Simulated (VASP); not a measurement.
Wanted: the native input for a VASP 6.6.1 run.

```yaml
Task: single point
Functional: PBE
Potentials_or_basis: VASP PAW PBE potentials, release 64 (Al)
Cutoff: 500 eV
k_mesh: 10 × 10 × 10
Occupations: tetrahedron
Spin: no spin polarisation
Dipole_correction: no
Further_INCAR_settings: ALGO = Normal; EDIFF = 1e-06; NBANDS = 8
```

The structure of Al lies in POSCAR:

```
Al
1.0
   -1.5912186900      1.5912186900      1.5912186900
    1.5912186900     -1.5912186900      1.5912186900
    1.5912186900      1.5912186900     -1.5912186900
Al
1
Direct
    0.0000000000      0.0000000000      0.0000000000
```

These files were run (other wordings do the same):

INCAR

```
PREC     = Accurate       # precision mode
ENCUT    = 500            # plane-wave cutoff, eV
EDIFF    = 1E-6           # SCF threshold, eV
ISMEAR   = -4             # smearing method
SIGMA    = 0.1            # smearing width, eV
LREAL    = False          # projectors in reciprocal space
LASPH    = True           # aspherical terms in the spheres
NELM     = 120            # most SCF steps
ALGO     = Normal         # electronic algorithm
ISIF     = 2              # what is computed and relaxed
LWAVE    = False          # write WAVECAR
LCHARG   = True           # write CHGCAR
GGA      = PE             # functional
LELF     = True           # ELF
LVHAR    = True         
NBANDS   = 8              # bands
GGA_COMPAT= False
```

KPOINTS

```
Automatic mesh
0
Gamma
  10 10 10
```

Potentials or basis: VASP PAW PBE potentials, release 64 (Al).

Launch:

```sh
$ cat potpaw_PBE.64/Al/POTCAR > POTCAR
$ mpirun -np 1 vasp_std > vasp.out
```

Results of the run:

```yaml
Pressure: 3.4 GPa
```

Run time: 11 s on 1 thread of AMD EPYC 7R13, on a shared host, peak memory 0.09 GiB.
